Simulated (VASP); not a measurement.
Runs of VASP 6.6.1 on HfRu3. The structure is cubic, space group Pm-3m (No. 221). Conventional cell: a = 3.956 Å, b = 3.956 Å, c = 3.956 Å, α = 90.00°, β = 90.00°, γ = 90.00°. Hf (site symmetry m-3m) has 12 Ru at 2.80 Å within 3.7 Å. Within 3.7 Å of Ru (site symmetry 4/mmm) lie 4 Hf at 2.80 Å and 8 Ru at 2.80 Å. 

```tsv
level	k mesh	smearing	gap on the mesh (eV)	pressure (GPa)
PBE	7 × 7 × 7	fermi-dirac 0.05 eV	none	-2.0
r2SCAN	6 × 6 × 6	gaussian 0.005 eV	none	-6.2
PBE	6 × 6 × 6	methfessel-paxton 0.025 eV	none	-1.9
r2SCAN	6 × 6 × 6	gaussian 0.05 eV	none	(a)
r2SCAN	6 × 6 × 6	gaussian 0.01 eV	none	-6.2
```

Alike in all rows: task single point; potentials or basis VASP PAW PBE potentials, release 64 (Hf_pv, Ru_pv); no spin polarisation; cell as given; cutoff (eV) 520.

Q: Fill in the values left out.

A: (a) -6.3.

Caveats: spin-orbit coupling is left out, which moves the levels of the heavy elements; the PAW data sets were made with another functional, which shifts forces and pressure a little (some runs).

A k mesh can miss the band edges, and the runs leave out spin-orbit coupling on Hf, Ru.

A gap of «none» marks levels without a gap at the run's occupations.
